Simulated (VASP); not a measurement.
A run of VASP 6.6.1 is set up as follows.

File POSCAR:

```
EuS
1.0
    0.0000000000      3.0156003999      3.0156003999
    3.0156003999      0.0000000000      3.0156003999
    3.0156003999      3.0156003999      0.0000000000
Eu S
1 1
Direct
    0.0000000000      0.0000000000      0.0000000000
    0.5000000000      0.5000000000      0.5000000000
```

The input INCAR.step1:

```
PREC = Accurate
ENCUT = 800
ISMEAR = 1
SIGMA = 0.0676
LREAL = False
LASPH = True
NELM = 200
ISPIN = 2
MAGMOM = 9.1 0
LMAXMIX = 6
LDAU = True
LDAUTYPE = 2
LDAUL = 3 -1
LDAUU = 3 0
LDAUJ = 0 0
NBANDS = 22
GGA = PE
ALGO = Normal
EDIFF = 1E-5
LWAVE = True
LCHARG = False
GGA_COMPAT = False
```

Contents of INCAR.step2:

```
PREC = Accurate
ENCUT = 800
EDIFF = 1E-6
ISMEAR = 1
SIGMA = 0.0676
LREAL = False
LASPH = True
NELM = 200
ALGO = Normal
ISIF = 2
LWAVE = False
LCHARG = True
ISPIN = 2
MAGMOM = 9.1 0
LORBIT = 11
LMAXMIX = 6
LDAU = True
LDAUTYPE = 2
LDAUL = 3 -1
LDAUU = 3 0
LDAUJ = 0 0
LDAUPRINT = 1
METAGGA = R2SCAN
LMIXTAU = True
LELF = True
LVHAR = True
NBANDS = 22
ISTART = 1
GGA_COMPAT = False
```

The input KPOINTS:

```
regular mesh
0
Gamma
  7 7 7
```

Potentials or basis: VASP PAW PBE potentials, release 64 (Eu, S).

Run with:

```sh
$ cat potpaw_PBE.64/Eu/POTCAR potpaw_PBE.64/S/POTCAR > POTCAR
$ cp INCAR.step1 INCAR
$ mpirun -np 1 vasp_std > vasp.out
$ cp INCAR.step2 INCAR
$ mpirun -np 1 vasp_std > vasp.out
```

**Question.** Estimate the net moment.

**Answer.** 7.00 μB per cell.

**Question.** What does it give for the site moments?

**Answer.** Eu +6.61; S -0.07 μB.

**Question.** Predict the pressure.

**Answer.** -2.1 GPa.

**Question.** Predict the band gap on the k mesh.

**Answer.** 0.13 eV (least direct gap 0.30 eV).

Eigenvalues of the final occupation matrices:
```csv
site,spin,trace,eigenvalues
site 1 f,1,6.80,0.97 0.97 0.97 0.97 0.97 0.97 0.97
site 1 f,2,0.01,0.00 0.00 0.00 0.00 0.00 0.00 0.00
```

Caveat: the PAW data sets were made with another functional, which shifts forces and pressure a little; spin-orbit coupling is left out, which moves the levels of the heavy elements; an odd mesh through Γ misses points on the zone boundary, where band edges can lie; a cell with one magnetic atom can't hold antiferromagnetic order, which such compounds often take. The state reached can hang on the start; a lower one may exist.
